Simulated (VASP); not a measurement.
# B: single point with PBE

B:

```
B
1.0
     0.00000    1.89170    1.89170
     1.89170    0.00000    1.89170
     1.89170    1.89170    0.00000
B
1
Direct
  0.00000 0.00000 0.00000
```

This cell differs from its parent crystal: Tl replaced by B, lengths x 0.748, strained.

```
Program                : VASP 6.6.1
Task                   : single point
Functional             : PBE
Potentials or basis    : VASP PAW PBE potentials, release 64 (B)
Cutoff                 : 500 eV
k mesh                 : 8 × 8 × 8
Occupations            : gaussian, width 0.1 eV
Spin                   : no spin polarisation
Dipole correction      : no
Further INCAR settings : ALGO = Normal; EDIFF = 1e-06; NBANDS = 8
```

```json
{"Pressure": "-31.2 GPa"}
```

Levels at points of the mesh, in eV from the Fermi level:
```
           k point  band 1  band 2  band 3  band 4
(0.00, 0.00, 0.00)  -10.82    7.68    7.68    7.68
(0.50, 0.00, 0.00)   -4.55   -3.95    6.45    6.45
(0.50, 0.50, 0.00)   -2.66   -1.91    3.60    3.60
```

Wall time 2.5 s on 1 thread of Intel(R) Xeon(R) Platinum 8488C (Sapphire Rapids) (shared host), peak memory 0.11 GiB.

Caveat: the cell differs from its parent crystal (Tl replaced by B, lengths x 0.748, strained).
